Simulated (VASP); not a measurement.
The system is Ho3N.

```
CELL_PARAMETERS angstrom
4.57107 0.00000 0.00000
0.00000 4.57107 0.00000
0.00000 0.00000 4.57107
ATOMIC_POSITIONS crystal
Ho 0.50000 0.00000 0.00000
Ho 0.00000 0.50000 0.00000
Ho 0.00000 0.00000 0.50000
N 0.00000 0.00000 0.00000
```

The cell was generated, and may not be a known phase.

* Program: VASP 6.6.1
* Task: relaxation of cell and atoms
* Functional: PBE
* Potentials or basis: VASP PAW PBE potentials, release 64 (Ho_3, N), 4f in core
* Cutoff: 600 eV
* k mesh: 4 × 4 × 4
* Occupations: gaussian, width 0.2 eV
* Spin: no spin polarisation

At the start: pressure 11.4 GPa; volume 23.88 Å³/atom.

Task: Where does the relaxation end?

Result: Over 3 steps the energy falls by 111.5 meV/atom and the volume is 27.41 Å³/atom (+14.8 %); space group Pm-3m (No. 221, to 0.1 Å) before and after.

The path:
| step | energy change (eV) | largest force (eV/Å) | pressure (GPa) | volume (Å³) |
| --- | --- | --- | --- | --- |
| 1 | 0.0000 | 0.0000 | 11.42 | 95.51 |
| 2 | -0.2471 | 0.0000 | -5.12 | 121.02 |
| 3 | -0.4459 | 0.0000 | -0.05 | 109.65 |

Final structure:
```
CELL_PARAMETERS angstrom
4.78632 0.00000 0.00000
0.00000 4.78632 0.00000
0.00000 0.00000 4.78632
ATOMIC_POSITIONS crystal
Ho 0.50000 0.00000 0.00000
Ho 0.00000 0.50000 0.00000
Ho 0.00000 0.00000 0.50000
N 0.00000 0.00000 0.00000
```

Caveat: the run has no spin polarisation, though such a crystal can be magnetic.
